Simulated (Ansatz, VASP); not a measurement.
CdGeAs2 in VASP and in Ansatz

```
Cd Ge As
1.0
    -2.98887    2.98887    5.66430
     2.98887   -2.98887    5.66430
     2.98887    2.98887   -5.66430
Cd Ge As
2 2 4
Direct
  0.25000 0.75000 0.50000
  0.50000 0.50000 0.00000
  0.00000 0.00000 0.00000
  0.75000 0.25000 0.50000
  0.87500 0.34622 0.97122
  0.65378 0.62500 0.52878
  0.37500 0.90378 0.02878
  0.09622 0.12500 0.47122
```

Alike in both runs: task single point; functional PBE; k mesh 4 × 4 × 4; occupations gaussian, width 0.1 eV; no spin polarisation.

```csv
,VASP,Ansatz
version,VASP 6.6.1,Ansatz 0.2.0
potentials or method,"VASP PAW PBE potentials, release 64 (Cd, Ge_d, As), cutoff 520 eV","scalar-relativistic, plane waves, PAW"
valence electrons in the cell,72,128
```

```tsv
	VASP	Ansatz	Ansatz less VASP
gap on the k mesh at the Fermi level (eV)	0.21	0.21	+0.002
least direct gap on the mesh (eV)	0.21	0.21	+0.002
pressure (GPa)	2.4	2.2	-0.22
traceless stress, the component that is largest in VASP (GPa)	-0.11	-0.11	+0.007
rms of the force components (eV/Å)	0.054	0.057	+0.0036
```

Atom by atom the forces differ by 0.004 eV/Å (rms over components). VASP's potentials hold 72 valence electrons a cell and Ansatz's 128, so a difference there can come from the potentials and not from the codes.
